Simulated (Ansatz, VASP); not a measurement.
**Two plane-wave programs on Pt**

```
Pt
1.0
    -1.45748    1.45748    1.64759
     1.45748   -1.45748    1.64759
     1.45748    1.45748   -1.64759
Pt
1
Direct
  0.00000 0.00000 0.00000
```

Change from the starting cell: strain -0.080 along x and y, +0.040 along z, atoms carried along.

Alike in both runs: task single point; functional PBEsol; k mesh 22 × 22 × 22; occupations gaussian, width 0.15 eV; no spin polarisation.

```csv
,VASP,Ansatz
version,VASP 6.6.1,Ansatz 0.2.0
potentials or method,"VASP PAW PBE potentials, release 64 (Pt), cutoff 520 eV","scalar-relativistic, plane waves, PAW"
valence electrons in the cell,10,18
```

Ansatz gave:

| Property | Result |
| --- | --- |
| gap on the k mesh at the Fermi level (eV) | none |
| pressure (GPa) | 27.7 |
| traceless stress, the component that is largest in VASP (GPa) | 6.22 |

Task: Estimate VASP's values.

Result: gap on the k mesh at the Fermi level (eV): none; pressure (GPa): 27.5; traceless stress, the component that is largest in VASP (GPa): 6.24.

VASP's potentials were made for PBE, not for PBEsol. A gap of «none» marks a metal or a gap that the smearing closes. The functional is the same, so the differences come from potentials, cutoffs and numerics. VASP's potentials hold 10 valence electrons a cell and Ansatz's 18, so a difference there can come from the potentials and not from the codes.

Neither program's run includes spin-orbit coupling.
